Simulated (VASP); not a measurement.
A run of VASP 6.6.1 is set up as follows.

Contents of INCAR:

```
SYSTEM = Be
ALGO = Normal ; EDIFF = 1E-6
ENCUT = 520 ; GGA = PE
ISIF = 2 ; ISMEAR = -1
LASPH = .True. ; LCHARG = .True.
LELF = .True. ; LREAL = .False.
LVHAR = .True. ; LWAVE = .False.
NBANDS = 9 ; NELM = 60
PREC = Accurate ; SIGMA = 0.08
```

Contents of KPOINTS:

```
k-points
0
Gamma
  27 27 27
  0 0 0
```

File POSCAR:

```
Be
1.0
   -1.4670777629      1.4670777629      0.8069248419
    1.4670777629     -1.4670777629      0.8069248419
    1.4670777629      1.4670777629     -0.8069248419
Be
2
Direct
   -0.3750000000     -0.1250000000     -0.2500000000
    0.3750000000      0.1250000000      0.2500000000
```

Potentials or basis: VASP PAW PBE potentials, release 64 (Be).

Run with:

```bash
$ cat potpaw_PBE.64/Be/POTCAR > POTCAR
$ mpirun -np 1 vasp_std > vasp.out
```

Task: What does it give for the pressure?

Result: 424.1 GPa.

Task: Predict the band gap on the k mesh.

Result: Zero (bands 2 and 3 overlap by 11.68 eV).

Stress tensor (GPa, compression positive):
```
424.22   0.00   0.00
  0.00 424.22   0.00
  0.00   0.00 423.92
```

Caveat: the cell stands under pressure.
